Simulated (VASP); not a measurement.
SiC (SiC (110), 2 layers): relaxation of the atoms with PBE

The system is SiC (SiC (110), 2 layers), a slab with vacuum.

```
CELL_PARAMETERS angstrom
3.09693 0.00000 0.00000
0.00000 4.37971 0.00000
0.00000 0.00000 17.54850
ATOMIC_POSITIONS crystal
Si 0.00000 0.83593 0.48379
Si 0.50000 0.33593 0.51621
C 0.50000 0.66407 0.45814
C 0.00000 0.16407 0.54186
```

```yaml
Program: VASP 6.6.1
Task: relaxation of the atoms
Functional: PBE
Potentials_or_basis: VASP PAW PBE potentials, release 64 (Si, C)
Cutoff: 520 eV
k_mesh: 8 × 6 × 1
Occupations: fermi-dirac, width 0.02 eV
Spin: no spin polarisation
Dipole_correction: yes
Further_INCAR_settings: ALGO = Normal; EDIFF = 1e-07; IBRION = 2; EDIFFG = -0.01; NSW = 32
```

```json
{
 "Largest force after relaxing": "0.006 eV/Å",
 "Band gap on the k mesh": "2.42 eV, indirect (least direct gap 2.65 eV)"
}
```

Forces on the atoms (eV/Å):
```
Si   0.000 -0.006 -0.001
Si   0.000 -0.006  0.001
C    0.000  0.006  0.002
C    0.000  0.006 -0.002
```

Final structure:
```cif
data_structure
_symmetry_space_group_name_H-M 'P 1'
_symmetry_Int_Tables_number 1
_cell_length_a 3.0969
_cell_length_b 4.3797
_cell_length_c 17.5485
_cell_angle_alpha 90.000
_cell_angle_beta 90.000
_cell_angle_gamma 90.000
_cell_volume 238.02
loop_
_atom_site_label
_atom_site_type_symbol
_atom_site_fract_x
_atom_site_fract_y
_atom_site_fract_z
_atom_site_occupancy
Si1 Si 0.00000 0.83593 0.48379 1
Si2 Si 0.50000 0.33593 0.51621 1
C1 C 0.50000 0.66407 0.45814 1
C2 C 0.00000 0.16407 0.54186 1
```

Levels at points of the mesh, in eV from the valence-band top:
```
           k point  band 6  band 7  band 8  band 9  band 10  band 11
(0.00, 0.00, 0.00)   -2.16   -1.06   -0.39    2.83     3.22     5.73
(0.50, 0.00, 0.00)   -3.48   -0.69   -0.69    2.42     2.42     5.79
(0.00, 0.50, 0.00)   -2.19   -0.57   -0.57    4.16     4.16     5.38
(0.50, 0.50, 0.00)   -2.34   -1.09   -1.09    3.90     3.90     6.17
```

Wall time 43 s on 1 thread of Intel(R) Xeon(R) 6975P-C (Granite Rapids), on a shared host, peak memory 0.36 GiB.

Caveat: the relaxation stopped at its first step, so nothing moved.
